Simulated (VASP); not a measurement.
InGaAs2: single point with PBEsol

The system is InGaAs2.

```
CELL_PARAMETERS angstrom
4.15448 0.00000 0.00000
0.00000 4.15448 0.00000
0.00000 0.00000 5.84496
ATOMIC_POSITIONS crystal
In 0.00000 0.00000 0.50000
Ga 0.50000 0.50000 0.00000
As 0.50000 0.00000 0.76971
As 0.00000 0.50000 0.23029
```

This cell differs from its parent crystal: uniaxial strain along c: -1.0 %.

```json
{"Program": "VASP 6.6.1", "Task": "single point", "Functional": "PBEsol", "Potentials or basis": "VASP PAW PBE potentials, release 64 (In_d, Ga_d, As)", "Cutoff": "520 eV", "k mesh": "12 × 12 × 10", "Occupations": "gaussian, width 0.1 eV", "Spin": "no spin polarisation"}
```

- Pressure: 0.4 GPa
- Largest force: 0.011 eV/Å
- Band gap on the k mesh: zero (filled and empty bands touch)

Forces on the atoms (eV/Å):
```
In   0.000  0.000  0.000
Ga   0.000  0.000  0.000
As   0.000  0.000  0.011
As   0.000  0.000 -0.011
```

Stress tensor (GPa, compression positive):
```
0.23 0.00 0.00
0.00 0.23 0.00
0.00 0.00 0.80
```

Levels at points of the mesh, in eV from the Fermi level:
```
           k point  band 15  band 16  band 17  band 18  band 19  band 20  band 21  band 22
(0.00, 0.00, 0.00)    -2.66    -0.19    -0.18    -0.06    -0.06     1.39     1.67     3.72
(0.50, 0.00, 0.00)    -3.29    -3.02    -1.56    -0.96     1.93     3.00     4.77     4.92
(0.50, 0.50, 0.00)    -2.71    -2.55    -2.55    -2.37     1.34     1.34     1.55     1.91
(0.00, 0.00, 0.50)    -2.00    -2.00    -1.33    -1.33     1.73     1.83     2.73     3.25
(0.50, 0.00, 0.50)    -1.52    -1.13    -1.09    -0.85     0.50     1.02     4.23     4.50
(0.50, 0.50, 0.50)    -3.38    -3.26    -3.19    -3.19     4.27     4.35     4.37     4.37
```

Run time: 4.5 min on 1 thread of Intel Xeon 6975P-C (shared host), peak memory 0.57 GiB.

Caveat: the cell differs from its parent crystal (uniaxial strain along c: -1.0 %); the PAW data sets were made with another functional, which shifts forces and pressure a little; spin-orbit coupling is left out, which moves the levels of the heavy elements.
